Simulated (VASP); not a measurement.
OH2, 3 atoms in the cell. The cell holds a molecule in a box, 3 atoms: a = 5.710 Å, b = 5.710 Å, c = 24.057 Å, α = 90.00°, β = 90.00°, γ = 90.00°. 

```yaml
Program: VASP 6.6.1
Task: single point
Functional: PBE
Dispersion: D3(BJ)
Potentials_or_basis: VASP PAW PBE potentials, release 64 (O, H)
Cutoff: 520 eV
k_mesh: 4 × 4 × 1
Occupations: gaussian, width 0.1 eV
Spin: no spin polarisation
Dipole_correction: yes
Further_INCAR_settings: ALGO = Normal; EDIFF = 1e-07; NBANDS = 11
```

Potentials or basis: VASP PAW PBE potentials, release 64 (O, H).

Launch:

```sh
$ cat potpaw_PBE.64/O/POTCAR potpaw_PBE.64/H/POTCAR > POTCAR
$ mpirun -np 1 vasp_std > vasp.out
```

Hardware: 1 thread of Intel Xeon 8259CL (shared host).

Q: Estimate the wall time of this run.

A: Wall time 4.8 min on 1 thread of Intel Xeon 8259CL, on a shared host, peak memory 0.69 GiB. Counts: scf iterations 24, k points 10.
